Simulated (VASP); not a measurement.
# Rb2CuSbCl6 (Fm-3m) in VASP: a series of runs, part 2 of 2

VASP 6.6.1.

## (3) Single point, LDA

INCAR reads:

```
ALGO = Normal
EDIFF = 1E-6
ENCUT = 520
ISIF = 2
ISMEAR = 0
ISYM = 0
LASPH = True
LCHARG = True
LELF = True
LREAL = False
LVHAR = True
LWAVE = False
NBANDS = 49
NELM = 60
PREC = Accurate
SIGMA = 0.01
```

KPOINTS reads:

```
Automatic mesh
0
Gamma
  2 2 2
  0.5 0.5 0.5
```

POSCAR reads:

```
Rb2CuSbCl6
1.0
    0.0000000000      5.2070240000      5.2070240000
    5.2070240000      0.0000000000      5.2070240000
    5.2070240000      5.2070240000      0.0000000000
Rb Cu Sb Cl
2 1 1 6
Direct
    0.7500000000      0.7500000000      0.7500000000
    0.2500000000      0.2500000000      0.2500000000
    0.5000000000      0.5000000000      0.5000000000
    0.0000000000      0.0000000000      0.0000000000
    0.7423520000      0.2576480000      0.2576480000
    0.2576480000      0.2576480000      0.7423520000
    0.2576480000      0.7423520000      0.7423520000
    0.2576480000      0.7423520000      0.2576480000
    0.7423520000      0.2576480000      0.7423520000
    0.7423520000      0.7423520000      0.2576480000
```

Potentials or basis: VASP PAW LDA potentials, release 64 (Rb_sv, Cu, Sb, Cl).

The run is started by

```
$ cat potpaw_LDA.64/Rb_sv/POTCAR potpaw_LDA.64/Cu/POTCAR potpaw_LDA.64/Sb/POTCAR potpaw_LDA.64/Cl/POTCAR > POTCAR
$ mpirun -np 1 vasp_std > vasp.out
```

OUTCAR:

```text
EDIFF = 1E-6
   ENCUT = 520
   ISIF = 2
   ISMEAR = 0
   ISYM = 0
   LASPH = True
   LREAL = False
   NELM = 60
   PREC = Accurate

 ion  position               nearest neighbor table
   1  0.750  0.750  0.750-   6 3.68   7 3.68   8 3.68   5 3.68   6 3.68   9 3.68   5 3.68   8 3.68
                            10 3.68   7 3.68   9 3.68  10 3.68   4 4.51   4 4.51   4 4.51   4 4.51
   2  0.250  0.250  0.250-   5 3.68   6 3.68   8 3.68   6 3.68   7 3.68   9 3.68   7 3.68   8 3.68
                            10 3.68   5 3.68   9 3.68  10 3.68   4 4.51   4 4.51   4 4.51   4 4.51
   3  0.500  0.500  0.500-   5 2.52   6 2.52   7 2.52   8 2.52   9 2.52  10 2.52
   4  0.000  0.000  0.000-   5 2.68   6 2.68   7 2.68   8 2.68   9 2.68  10 2.68   1 4.51   1 4.51
                             1 4.51   2 4.51   2 4.51   2 4.51   2 4.51   1 4.51
   5  0.742  0.258  0.258-   3 2.52   4 2.68   2 3.68   2 3.68   1 3.68   1 3.68
   6  0.258  0.258  0.742-   3 2.52   4 2.68   2 3.68   2 3.68   1 3.68   1 3.68
   7  0.258  0.742  0.742-   3 2.52   4 2.68   1 3.68   2 3.68   2 3.68   1 3.68
   8  0.258  0.742  0.258-   3 2.52   4 2.68   2 3.68   2 3.68   1 3.68   1 3.68
   9  0.742  0.258  0.742-   3 2.52   4 2.68   1 3.68   2 3.68   2 3.68   1 3.68
  10  0.742  0.742  0.258-   3 2.52   4 2.68   1 3.68   2 3.68   2 3.68   1 3.68

IMPORTANT INFORMATION: All symmetrisations will be switched off!
NOSYMM: (Re-)initialisation of all symmetry stuff for point group C_1.

----------------------------------------------------------------------------------------

                                     Primitive cell

  volume of cell :     282.3571

  direct lattice vectors                    reciprocal lattice vectors
     0.000000000  5.207024000  5.207024000    -0.096024140  0.096024140  0.096024140
     5.207024000  0.000000000  5.207024000     0.096024140 -0.096024140  0.096024140
     5.207024000  5.207024000  0.000000000     0.096024140  0.096024140 -0.096024140

  length of vectors
     7.363843960  7.363843960  7.363843960     0.166318689  0.166318689  0.166318689

  position of ions in fractional coordinates (direct lattice)
     0.750000000  0.750000000  0.750000000
     0.250000000  0.250000000  0.250000000
     0.500000000  0.500000000  0.500000000
     0.000000000  0.000000000  0.000000000
     0.742352000  0.257648000  0.257648000
     0.257648000  0.257648000  0.742352000
     0.257648000  0.742352000  0.742352000
     0.257648000  0.742352000  0.257648000
     0.742352000  0.257648000  0.742352000
     0.742352000  0.742352000  0.257648000

  ion indices of the primitive-cell ions
   primitive index   ion index
                 1           1
                 2           2
                 3           3
                 4           4
                 5           5
                 6           6
                 7           7
                 8           8
                 9           9
                10          10

----------------------------------------------------------------------------------------

 KPOINTS: Automatic mesh

Automatic generation of k-mesh.
 Grid dimensions read from file:
 generate k-points for:    2    2    2

 Generating k-lattice:

  Cartesian coordinates                     Fractional coordinates (reciprocal lattice)
    -0.048012070  0.048012070  0.048012070     0.500000000  0.000000000  0.000000000
     0.048012070 -0.048012070  0.048012070     0.000000000  0.500000000  0.000000000
     0.048012070  0.048012070 -0.048012070     0.000000000  0.000000000  0.500000000

  Length of vectors
     0.083159344  0.083159344  0.083159344

[... 30 lines left out ...]
   dimension x,y,z NGXF=   112 NGYF=  112 NGZF=  112
   ions per type =               2   1   1   6
   NGX,Y,Z   is equivalent  to a cutoff of  12.64, 12.64, 12.64 a.u.
   NGXF,Y,Z  is equivalent  to a cutoff of  25.29, 25.29, 25.29 a.u.
 SYSTEM =  unknown system
   PREC   = accura    normal or accurate (medium, high low for compatibility)
   ISTART =      0    job   : 0-new  1-cont  2-samecut
   ICHARG =      2    charge: 1-file 2-atom 10-const
   ISPIN  =      1    spin polarized calculation?
   LNONCOLLINEAR =      F non collinear calculations
   LSORBIT =      F    spin-orbit coupling
   LASPH  =      T    aspherical Exc in radial PAW
   ENCUT  =  520.0 eV  38.22 Ry    6.18 a.u.  13.69 13.69 13.69*2*pi/ulx,y,z
   NELM   =     60;   NELMIN=  2; NELMDL= -5     # of ELM steps
   EDIFF  = 0.1E-05   stopping-criterion for ELM
   LREAL  =      F    real-space projection
   EDIFFG = 0.1E-04   stopping-criterion for IOM
   NSW    =      0    number of steps for IOM
   IBRION =     -1    ionic relax: 0-MD 1-quasi-New 2-CG
   NFREE  =      0    steps in history (QN), initial steepest desc. (CG)
   ISIF   =      2    stress and relaxation
   ISYM   =      0    0-nonsym 1-usesym 2-fastsym
   POTIM  = 0.5000    time-step for ionic-motion
   TEBEG  =    0.0;   TEEND  =   0.0 temperature during run
   PSTRESS=    0.0 pullay stress
   NELECT =      76.0000    total number of electrons
   NUPDOWN=      -1.0000    fix difference up-down
   EMIN   =  10.00;   EMAX   =-10.00  energy-range for DOS
   EFERMI =   0.00;   METHOD = LEGACY
   ISMEAR =     0;   SIGMA  =   0.01  broadening in eV -4-tet -1-fermi 0-gaus
   EFERMI_NEDOS =   21; number of points for ismear=-14 and -15
   IALGO  =     38    algorithm
   IMIX   =      4    mixing-type and parameters
     AMIX     =   0.40;   BMIX     =  1.00
     AMIX_MAG =   1.60;   BMIX_MAG =  1.00
  volume/ion in A,a.u.               =      28.24       190.54
  Fermi-wavevector in a.u.,A,eV,Ry     =   1.057012  1.997462 15.201431  1.117274
  Thomas-Fermi vector in A             =   2.192269
   LORBIT       =      0    0 simple, 1 ext, 2 COOP (PROOUT), +10 PAW based schemes
   GGA     = CA    functional components
   LHFCALC =     F    Hartree Fock is set to
   AEXX    =    0.0000 exact exchange contribution
   IVDW    =     0    specifies the selected vdW correction
   LEPSILON=     F    determine dielectric tensor
   LRPA    =     F    only Hartree local field effects (RPA)
 non-spin polarized calculation
 Gauss-broadening in eV      SIGMA  =   0.01
  energy-cutoff  :      520.00
  volume of cell :      282.36
 maximum number of plane-waves:      7606
 NGX is ok and might be reduce to    56
   NGX = 27   NGY = 27   NGZ = 27

 number of electron      75.9999995 magnetization

 Free energy of the ion-electron system (eV)
  ---------------------------------------------------
  ext. energy  EPLUGINS =         0.00000000
  ---------------------------------------------------
  free energy    TOTEN  =       -37.40525653 eV

  energy without entropy =      -37.40525653  energy(sigma->0) =      -37.40525653

 E-fermi :   1.6015     XC(G=0):  -8.7586

 val. band max:        1.5393017389   @ k =   0.5000   0.2500   0.0000
 cond. band min:       3.0826137873   @ k =   0.2500   0.0000   0.0000
 fundamental gap:      1.5433120484
 Fermi energy:         1.6014696702

 k-point     1 :       0.2500    0.2500    0.2500
  band No.  band energies     occupation
      1     -24.4305      2.00000
      2     -24.4282      2.00000
      3     -13.6401      2.00000
      4     -13.1559      2.00000
      5     -13.0122      2.00000
      6     -13.0122      2.00000
[... 821 lines left out ...]
     48       8.0287      0.00000
     49       8.0351      0.00000

------------------------ aborting loop because EDIFF is reached ----------------------------------------

  FORCE on cell =-STRESS in cart. coord.  units (eV):
  Direction    XX          YY          ZZ          XY          YZ          ZX
  --------------------------------------------------------------------------------------
  -------------------------------------------------------------------------------------
  Total       -6.4668847     -6.4668810     -6.4669192      0.0000039     -0.0000059      0.0000194
  in kB      -36.6950062    -36.6949853    -36.6952021      0.0000220     -0.0000332      0.0001103
  external PRESSURE =     -36.6950645 kB  Pullay stress =       0.0000000 kB

 VOLUME and BASIS-vectors are now :
 -----------------------------------------------------------------------------
  energy-cutoff  :      520.00
  volume of cell :      282.36
      direct lattice vectors                 reciprocal lattice vectors
     0.000000000  5.207024000  5.207024000    -0.096024140  0.096024140  0.096024140
     5.207024000  0.000000000  5.207024000     0.096024140 -0.096024140  0.096024140
     5.207024000  5.207024000  0.000000000     0.096024140  0.096024140 -0.096024140

 POSITION                                       TOTAL-FORCE (eV/Angst)
 -----------------------------------------------------------------------------------
      7.81054      7.81054      7.81054        -0.000011     -0.000006      0.000012
      2.60351      2.60351      2.60351         0.000005     -0.000001     -0.000002
      5.20702      5.20702      5.20702        -0.000002      0.000002     -0.000000
      0.00000      0.00000      0.00000        -0.000001      0.000001     -0.000000
      2.68316      5.20702      5.20702         0.113869      0.000006      0.000003
      5.20702      5.20702      2.68316        -0.000004     -0.000002      0.113853
      7.73089      5.20702      5.20702        -0.113859     -0.000008     -0.000005
      5.20702      2.68316      5.20702         0.000003      0.113884     -0.000003
      5.20702      7.73089      5.20702        -0.000006     -0.113873      0.000002
      5.20702      5.20702      7.73089         0.000007     -0.000004     -0.113859
 -----------------------------------------------------------------------------------
    total drift:                               -0.000001     -0.000018      0.000008

  FREE ENERGIE OF THE ION-ELECTRON SYSTEM (eV)
  ---------------------------------------------------
  free  energy   TOTEN  =       -37.4052565276 eV

  energy  without entropy=      -37.4052565276  energy(sigma->0) =      -37.40525653
```

Run time: 8.5 min. Hardware: 1 thread of Intel Xeon 8259CL, shared host; peak memory 0.46 GiB.

Results:

```yaml
Free_energy: -37.4053 eV
Pressure: -3.7 GPa
Largest_force: 0.114 eV/Å
Band_gap_on_the_k_mesh: 1.54 eV (least direct gap 1.73 eV)
```

Forces in eV/Å, atoms in the order of the input:
```
Rb   0.000  0.000  0.000
Rb   0.000  0.000  0.000
Cu   0.000  0.000  0.000
Sb   0.000  0.000  0.000
Cl   0.114  0.000  0.000
Cl   0.000  0.000  0.114
Cl  -0.114  0.000  0.000
Cl   0.000  0.114  0.000
Cl   0.000 -0.114  0.000
Cl   0.000  0.000 -0.114
```

Caveat: the cell stands under tension; spin-orbit coupling is left out, which moves the levels of the heavy elements; a shifted mesh leaves out Γ, where band edges can lie. A k mesh can miss the band edges.
